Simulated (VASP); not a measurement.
# Si16B (a cell with a defect) in VASP: notebook

The runs below take Si16B (a cell with a defect) through single point, with PBE.

Program: VASP 6.6.1. These are calculated values, not measurements. Logs are shortened: lines on timing, memory, paths and dates and some standing lists are left out, and cuts for length are marked.

### 1 The cell of the first run

The cell holds a defect, 17 atoms: a = 7.679 Å, b = 7.679 Å, c = 7.679 Å, α = 60.00°, β = 60.00°, γ = 60.00°.

### 2 Single point, PBE, collinear spin, zero start

INCAR

```
SYSTEM = Si16B
ALGO = Normal
EDIFF = 1E-6
ENCUT = 520
GGA = PE
ISIF = 2
ISMEAR = -1
ISPIN = 2
LASPH = .True.
LCHARG = .False.
LORBIT = 11
LREAL = Auto
LWAVE = .False.
MAGMOM = 0 0 0 0 0 0 0 0 0 0 0 0 0 0 0 0 0
NBANDS = 52
NELM = 150
PREC = Accurate
SIGMA = 0.05
```

KPOINTS

```
k-points
0
Gamma
  2 2 2
  0 0 0
```

POSCAR

```
Si16B
1.0
    0.0000000000      5.4300000000      5.4300000000
    5.4300000000      0.0000000000      5.4300000000
    5.4300000000      5.4300000000      0.0000000000
Si B
16 1
Direct
    0.1164180479     -0.1562707182      0.0051473297
    0.1931491713      0.1320257827      0.1162246777
    0.0208103131     -0.0431307551      0.4814364641
    0.1606906077      0.0608195212      0.6568416206
   -0.1101565378      0.5122007366      0.0017587477
    0.0552025783      0.4865285451      0.2159760589
   -0.0376611418      0.4255248619      0.5960589319
    0.1553591160      0.5529834254      0.6587845304
    0.5657550645      0.0753867403     -0.0417403315
    0.5844106814      0.2443186004      0.1198250460
    0.4873296501      0.0762246777      0.4801841621
    0.6604604052      0.1657090239      0.5834990792
    0.4236095764      0.5543830571     -0.0349723757
    0.5103683241      0.7579558011      0.0772744015
    0.5709392265      0.5353591160      0.4297974217
    0.6022099448      0.6890976059      0.6169981584
    0.8886556169      0.2468508287      1.0102578269
```

Potentials or basis: VASP PAW PBE potentials, release 64 (Si, B).

On the command line:

```console
cat potpaw_PBE.64/Si/POTCAR potpaw_PBE.64/B/POTCAR > POTCAR
mpirun -np 1 vasp_std > vasp.out
```

OUTCAR:

```text
SYSTEM = Si16B
   EDIFF = 1E-6
   ENCUT = 520
   GGA = PE
   ISIF = 2
   ISMEAR = -1
   ISPIN = 2
   LASPH = .True.
   LORBIT = 11
   LREAL = Auto
   NELM = 150
   PREC = Accurate

 ion  position               nearest neighbor table
   1  0.116  0.844  0.005-   4 2.29  13 2.30   6 2.54  14 3.03   2 3.11
   2  0.193  0.132  0.116-   9 2.38   3 2.39  17 2.46   5 2.72  14 2.72   6 2.74   1 3.11
   3  0.021  0.957  0.481-  12 2.34   2 2.39   8 2.55   4 2.64
   4  0.161  0.061  0.657-  11 2.21   1 2.29   7 2.35   3 2.64  16 3.15
   5  0.890  0.512  0.002-  17 2.01   8 2.37   6 2.42  14 2.51   2 2.72  15 2.99
   6  0.055  0.487  0.216-   5 2.42   7 2.48   1 2.54  13 2.65   2 2.74  15 3.13
   7  0.962  0.426  0.596-   4 2.35   8 2.45  16 2.46   6 2.48  17 2.63
   8  0.155  0.553  0.659-   5 2.37   7 2.45   3 2.55  15 2.74
   9  0.566  0.075  0.958-  10 2.28  14 2.32   2 2.38  12 2.39
  10  0.584  0.244  0.120-  17 2.06  13 2.07  11 2.28   9 2.28
  11  0.487  0.076  0.480-   4 2.21  10 2.28  12 2.32  16 2.43
  12  0.660  0.166  0.583-  11 2.32  15 2.33   3 2.34   9 2.39
  13  0.424  0.554  0.965-  10 2.07  16 2.25   1 2.30  14 2.57   6 2.65
  14  0.510  0.758  0.077-   9 2.32   5 2.51  15 2.51  13 2.57   2 2.72   1 3.03
  15  0.571  0.535  0.430-  12 2.33  16 2.42  14 2.51   8 2.74   5 2.99   6 3.13
  16  0.602  0.689  0.617-  13 2.25  15 2.42  11 2.43   7 2.46   4 3.15
  17  0.889  0.247  0.010-   5 2.01  10 2.06   2 2.46   7 2.63

  LATTYP: Found a face centered cubic cell.
 ALAT       =    10.8600000000

  Lattice vectors:

 A1 = (   0.0000000000,   5.4300000000,   5.4300000000)
 A2 = (   5.4300000000,   0.0000000000,   5.4300000000)
 A3 = (   5.4300000000,   5.4300000000,   0.0000000000)

Analysis of symmetry for initial positions (statically):
=====================================================================
 Subroutine PRICEL returns:
 Original cell was already a primitive cell.

 Routine SETGRP: Setting up the symmetry group for a
 face centered cubic supercell.

 Subroutine GETGRP returns: Found  1 space group operations
 (whereof  1 operations were pure point group operations)
 out of a pool of 48 trial point group operations.

The static configuration has the point symmetry C_1 .

Analysis of symmetry for dynamics (positions and initial velocities):
=====================================================================
 Subroutine PRICEL returns:
 Original cell was already a primitive cell.

 Routine SETGRP: Setting up the symmetry group for a
 face centered cubic supercell.

 Subroutine GETGRP returns: Found  1 space group operations
 (whereof  1 operations were pure point group operations)
 out of a pool of 48 trial point group operations.

The dynamic configuration has the point symmetry C_1 .

[... 171 lines left out ...]
  free energy    TOTEN  =       -84.39789943 eV

  energy without entropy =      -84.34128322  energy(sigma->0) =      -84.36959133

 E-fermi :   6.2835     XC(G=0):  -9.6890

 val. band max:        6.2729757346   @ k =   0.0000   0.0000   0.0000
 cond. band min:       6.4163586480   @ k =   0.0000   0.0000   0.5000
 fundamental gap:      0.1433829134
 Fermi energy:         6.2835422351

 spin component 1

 k-point     1 :       0.0000    0.0000    0.0000
  band No.  band energies     occupation
      1      -6.3109      1.00000
      2      -4.0220      1.00000
      3      -3.9020      1.00000
      4      -3.7904      1.00000
      5      -3.1848      1.00000
      6      -3.1474      1.00000
[... 373 lines left out ...]
     44       9.4115      0.00000
     45       9.5825      0.00000
 Fermi energy:         6.2835422351

 spin component 2

 k-point     1 :       0.0000    0.0000    0.0000
  band No.  band energies     occupation
      1      -6.3109      1.00000
      2      -4.0220      1.00000
      3      -3.9020      1.00000
      4      -3.7904      1.00000
      5      -3.1848      1.00000
      6      -3.1474      1.00000
[... 373 lines left out ...]
     44       9.4115      0.00000
     45       9.5825      0.00000
 [bands above 45 left out]

------------------------ aborting loop because EDIFF is reached ----------------------------------------

  FORCE on cell =-STRESS in cart. coord.  units (eV):
  Direction    XX          YY          ZZ          XY          YZ          ZX
  --------------------------------------------------------------------------------------
  -------------------------------------------------------------------------------------
  Total        4.5647551     -1.9930642     -1.3746435     -3.4729331     -4.4884980     -2.0327506
  in kB       22.8401307     -9.9724622     -6.8781426    -17.3771086    -22.4585719    -10.1710359
  external PRESSURE =       1.9965087 kB  Pullay stress =       0.0000000 kB

 VOLUME and BASIS-vectors are now :
 -----------------------------------------------------------------------------
  energy-cutoff  :      520.00
  volume of cell :      320.21
      direct lattice vectors                 reciprocal lattice vectors
     0.000000000  5.430000000  5.430000000    -0.092081031  0.092081031  0.092081031
     5.430000000  0.000000000  5.430000000     0.092081031 -0.092081031  0.092081031
     5.430000000  5.430000000  0.000000000     0.092081031  0.092081031 -0.092081031

 POSITION                                       TOTAL-FORCE (eV/Angst)
 -----------------------------------------------------------------------------------
      4.60940      0.66010      5.21360         1.601271      0.076468     -0.465802
      1.34800      1.67990      1.76570         0.273608     -1.126135     -0.921406
      7.81000      2.72720      5.30880        -0.071570      1.483169      0.523449
      3.89690      4.43920      1.20280         0.071825     -1.785026     -1.763375
      2.79080      4.84140      7.61310        -0.041908     -0.139627     -0.048124
      3.81460      1.47250      2.94160        -0.064097     -0.353072      0.192685
[... 9 lines left out ...]
      7.09210      6.62030      7.01180        -1.686564     -0.085943      0.519325
      1.39610      4.88110      6.16580        -0.225239      0.726570      0.430477
 -----------------------------------------------------------------------------------
    total drift:                               -0.002233      0.005689      0.000389

  FREE ENERGIE OF THE ION-ELECTRON SYSTEM (eV)
  ---------------------------------------------------
  free  energy   TOTEN  =       -84.3978994319 eV

  energy  without entropy=      -84.3412832207  energy(sigma->0) =      -84.36959133

 total charge

# of ion       s       p       d       tot
------------------------------------------
    1        0.807   0.793   0.000   1.600
    2        0.785   0.780   0.000   1.565
    3        0.776   0.833   0.000   1.609
    4        0.776   0.899   0.000   1.675
    5        0.791   0.848   0.000   1.639
    6        0.818   0.767   0.000   1.585
[... 9 lines left out ...]
   16        0.770   0.881   0.000   1.650
   17        0.706   0.956   0.000   1.662
--------------------------------------------------
tot         13.201  14.789   0.000  27.990

 magnetization (x)

# of ion       s       p       d       tot
------------------------------------------
    1        0.000  -0.000   0.000   0.000
    2        0.000  -0.000   0.000   0.000
    3        0.000  -0.000   0.000   0.000
    4        0.000   0.000   0.000   0.000
    5       -0.000  -0.000   0.000  -0.000
    6       -0.000  -0.000   0.000  -0.000
[... 9 lines left out ...]
   16        0.000  -0.000   0.000   0.000
   17       -0.000  -0.000   0.000  -0.000
--------------------------------------------------
tot          0.000  -0.000   0.000  -0.000
```

stdout:

```text
POSCAR found type information on POSCAR SiB
 POSCAR found :  2 types and      17 ions
 scaLAPACK will be used
 LDA part: xc-table for (Slater+PW92), standard interpolation
 POSCAR, INCAR and KPOINTS ok, starting setup
 FFT: planning ... GRIDC
 FFT: planning ... GRID_SOFT
 FFT: planning ... GRID
 WAVECAR not read
 entering main loop
```

Wall time 4 min (1 thread of Intel Xeon 6975P-C (Granite Rapids), shared host); peak memory 0.7 GiB.

Results:

* Free energy: -84.3979 eV
* Pressure: 0.2 GPa
* Largest force: 3.980 eV/Å
* Net moment: 0.00 μB per cell
* Valence electrons inside the program's atomic spheres: Si 1.60, 1.56, 1.61, 1.68, 1.64, 1.58, 1.59, 1.69, 1.76, 1.72, 1.67, 1.65 (each value once); B 1.66

Forces on the atoms (eV/Å):
```
Si   1.601  0.076 -0.466
Si   0.274 -1.126 -0.921
Si  -0.072  1.483  0.523
Si   0.072 -1.785 -1.763
Si  -0.042 -0.140 -0.048
Si  -0.064 -0.353  0.193
Si   0.946  0.183  0.599
Si  -0.073 -0.986  0.922
Si  -0.765 -1.020 -0.351
Si  -1.723  3.587 -0.059
Si  -0.546  1.300  0.059
Si   0.286  0.304  0.291
Si   1.669 -2.301  1.131
Si  -0.406  1.197 -0.873
Si   0.753 -1.061 -0.185
Si  -1.687 -0.086  0.519
B   -0.225  0.727  0.430
```

Levels at points of the mesh, in eV from the Fermi level:
Spin up:
```
           k point  band 32  band 33  band 34  band 35  band 36  band 37
(0.00, 0.00, 0.00)    -0.77    -0.49    -0.13    -0.01     0.26     0.41
(0.50, 0.00, 0.00)    -0.74    -0.37    -0.05     0.27     0.48     0.92
(0.00, 0.50, 0.00)    -0.74    -0.35     0.24     0.35     0.73     0.82
(0.00, 0.00, 0.50)    -0.64    -0.47     0.13     0.38     0.52     0.89
(0.50, 0.50, 0.50)    -0.76    -0.37    -0.06     0.22     0.57     0.90
(0.50, 0.50, 0.00)    -1.08    -0.57    -0.04     0.32     0.64     1.13
(0.00, 0.50, 0.50)    -0.73    -0.23     0.39     0.72     0.79     1.18
(0.50, 0.00, 0.50)    -0.87    -0.04    -0.01     0.49     0.64     1.25
```
Spin down:
```
           k point  band 31  band 32  band 33  band 34  band 35  band 36  band 37  band 38
(0.00, 0.00, 0.00)    -0.88    -0.77    -0.49    -0.13    -0.01     0.26     0.41     0.68
(0.50, 0.00, 0.00)    -1.12    -0.74    -0.37    -0.05     0.27     0.48     0.92     1.13
(0.00, 0.50, 0.00)    -1.09    -0.74    -0.35     0.24     0.35     0.73     0.82     1.08
(0.00, 0.00, 0.50)    -0.91    -0.64    -0.47     0.13     0.38     0.52     0.89     1.00
(0.50, 0.50, 0.50)    -1.27    -0.76    -0.37    -0.06     0.22     0.57     0.90     1.05
(0.50, 0.50, 0.00)    -1.19    -1.08    -0.57    -0.04     0.32     0.64     1.13     1.54
(0.00, 0.50, 0.50)    -1.42    -0.73    -0.23     0.39     0.72     0.79     1.18     1.27
(0.50, 0.00, 0.50)    -1.10    -0.87    -0.04    -0.01     0.49     0.64     1.25     1.49
```

Caveat: the k points lie up to 0.50 Å⁻¹ apart.

[end of part 1 of 2]
